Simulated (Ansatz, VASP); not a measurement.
**NaH: VASP beside Ansatz**

```
Na H
1.0
     3.37860    0.00000    0.00000
    -1.68930    2.92595    0.00000
     0.00000    0.00000   11.49174
Na H
4 4
Cartesian
  0.0000 0.0000 0.0000
  0.0000 1.9506 2.8729
  0.0000 0.0000 5.7459
  1.6893 0.9753 8.6188
  1.6893 0.9753 1.3972
  1.6893 0.9753 4.3486
  0.0000 1.9506 7.1431
  0.0000 1.9506 10.0945
```

Alike in both runs: functional PBE; k mesh 9 × 9 × 3; occupations gaussian, width 0.02 eV; no spin polarisation.

Ansatz relaxed the structure, and its values are those at the end. VASP's run is a single point on that final structure, the one shown.

|  | VASP | Ansatz |
| --- | --- | --- |
| version | VASP 6.6.1 | Ansatz 0.2.0 |
| potentials or method | VASP PAW PBE potentials, release 64 (Na_pv, H), cutoff 520 eV | scalar-relativistic, plane waves, PAW |
| valence electrons in the cell | 32 | 40 |

```csv
,VASP,Ansatz,Ansatz less VASP
gap on the k mesh at the Fermi level (eV),3.19,3.19,+0.003
least direct gap on the mesh (eV),3.55,3.55,0.000
pressure (GPa),0.0,0.0,+0.04
```

VASP's potentials hold 32 valence electrons a cell and Ansatz's 40, so a difference there can come from the potentials and not from the codes.
